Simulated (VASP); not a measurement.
A run of VASP 6.6.1:

INCAR

```
PREC = Accurate
ENCUT = 520
EDIFF = 1E-6
ISMEAR = -1
SIGMA = 0.08
LREAL = False
LASPH = True
NELM = 80
ALGO = Normal
ISIF = 2
LWAVE = False
LCHARG = False
GGA = PS
NBANDS = 16
```

Contents of KPOINTS:

```
regular mesh
0
Gamma
  16 16 9
```

POSCAR

```
Ir
1.0
    2.5635337413      0.0000000000      0.0000000000
   -1.2817668707      2.2200853435      0.0000000000
    0.0000000000      0.0000000000      4.1688678677
Ir
2
Direct
    0.3333333333      0.6666666667      0.2500000000
    0.6666666667      0.3333333333      0.7500000000
```

Potentials or basis: VASP PAW PBE potentials, release 64 (Ir).

Run with:

```sh
$ cat potpaw_PBE.64/Ir/POTCAR > POTCAR
$ mpirun -np 1 vasp_std > vasp.out
```

Hardware: 1 thread of Intel(R) Xeon(R) 6975P-C (Granite Rapids), with other jobs on the host.

Task: Estimate the wall time of this run.

Result: Wall time 34 s on 1 thread of Intel(R) Xeon(R) 6975P-C (Granite Rapids), with other jobs on the host, peak memory 0.17 GiB. Counts: scf iterations 11, k points 150.
